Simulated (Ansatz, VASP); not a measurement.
One calculation of InSb, two programs

INCAR

```
SYSTEM = InSb
PREC     = Accurate       ! precision mode
ENCUT    = 520            ! plane-wave cutoff, eV
EDIFF    = 1E-6           ! SCF threshold, eV
ISMEAR   = 0              ! smearing method
SIGMA    = 0.15           ! smearing width, eV
LREAL    = .False.        ! projectors in reciprocal space
LASPH    = .True.         ! aspherical terms in the spheres
NELM     = 100            ! most SCF steps
ALGO     = Normal         ! electronic algorithm
ISIF     = 2              ! what is computed and relaxed
LWAVE    = .False.        ! write WAVECAR
LCHARG   = .False.        ! write CHGCAR
GGA      = PE             ! functional
NBANDS   = 16             ! bands
```

The input KPOINTS:

```
Automatic mesh
0
Gamma
  14 14 14
  0 0 0
```

POSCAR

```
InSb
1.0
    0.0000000000      3.2853719574      2.9098539427
    3.2853719574      0.0000000000      2.9098539427
    3.2853719574      3.2853719574      0.0000000000
In Sb
1 1
Direct
    0.0000000000      0.0000000000      0.0000000000
    0.5000000000      0.5000000000      0.5000000000
```

Input for Ansatz:

```yaml
crystal:
  lattice:
    - [0.0, 3.2853719574, 2.9098539427]
    - [3.2853719574, 0.0, 2.9098539427]
    - [3.2853719574, 3.2853719574, 0.0]
  atoms:
    - { symbol: In, position: [0.0, 0.0, 0.0] }
    - { symbol: Sb, position: [0.5, 0.5, 0.5] }
basis:
  ecutwfc: 420
kpoints:
  mp_grid: { grid: [14, 14, 14] }
hamiltonian:
  xc: pbe
  pseudopotentials: { kind: paw, azcp: { folder: soft_1 } }
scf:
  occupations: { method: gaussian, width: 0.15 }
output:
  forces: true
  stress: true
  eigenvalues: true
  write_density: true
  write_potential: true
  elf: true
  volumetric_format: npy
```

Alike in both runs: task single point; functional PBE; k mesh 14 × 14 × 14; occupations gaussian, width 0.15 eV; no spin polarisation.

```csv
,VASP,Ansatz
version,VASP 6.6.1,Ansatz 0.2.0
potentials or method,"VASP PAW PBE potentials, release 64 (In_d, Sb), cutoff 520 eV","scalar-relativistic, plane waves, PAW"
valence electrons in the cell,18,28
```

Ansatz gave:

* gap on the k mesh at the Fermi level (eV): none
* pressure (GPa): -1.6
* traceless stress, the component that is largest in VASP (GPa): 5.82

**Question.** Which values does VASP return?

**Answer.** gap on the k mesh at the Fermi level (eV): none; pressure (GPa): -1.6; traceless stress, the component that is largest in VASP (GPa): 5.81.

A gap of «none» marks a metal or a gap that the smearing closes. VASP's potentials hold 18 valence electrons a cell and Ansatz's 28, so a difference there can come from the potentials and not from the codes.

Neither program's run includes spin-orbit coupling.
